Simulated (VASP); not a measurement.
Set up this calculation in VASP 6.6.1, as the native input.

```
Task                   : single point
Functional             : revPBE
Potentials or basis    : VASP PAW PBE potentials, release 64 (Ru_pv)
Cutoff                 : 520 eV
k mesh                 : 7 × 7 × 4
Occupations            : fermi-dirac, width 0.1 eV
Spin                   : no spin polarisation
Dipole correction      : no
Further INCAR settings : ALGO = Normal; EDIFF = 1e-06; NBANDS = 21
```

The structure of Ru lies in POSCAR:

```
Ru
1.0
    2.6868731586      0.0000000000      0.0000000000
   -1.3434365793      2.3269004121      0.0000000000
    0.0000000000      0.0000000000      4.2077111880
Ru
2
Direct
    0.3333333333      0.6666666667      0.2500000000
    0.6666666667      0.3333333333      0.7500000000
```

The input as run:

INCAR

```
SYSTEM = Ru
PREC = Accurate
ENCUT = 520
EDIFF = 1E-6
ISMEAR = -1
SIGMA = 0.1
LREAL = .FALSE.
LASPH = .TRUE.
NELM = 80
ALGO = Normal
ISIF = 2
LWAVE = .FALSE.
LCHARG = .FALSE.
GGA = RE
NBANDS = 21
```

KPOINTS

```
regular mesh
0
G
  7 7 4
  0 0 0
```

Potentials or basis: VASP PAW PBE potentials, release 64 (Ru_pv).

Run with:

```bash
$ cat potpaw_PBE.64/Ru_pv/POTCAR > POTCAR
$ mpirun -np 1 vasp_std > vasp.out
```

It gave:

| Quantity | Value |
| --- | --- |
| Pressure | 20.0 GPa |
| Band gap on the k mesh | zero (band 14 reaches 14.87 eV, above the bottom of band 15 at 11.94 eV) |

Caveat: the k points lie up to 0.39 Å⁻¹ apart; the PAW data sets were made with another functional, which shifts forces and pressure a little.

Run time: 15 s on 1 thread of Intel Xeon 8259CL (shared host), peak memory 0.14 GiB.
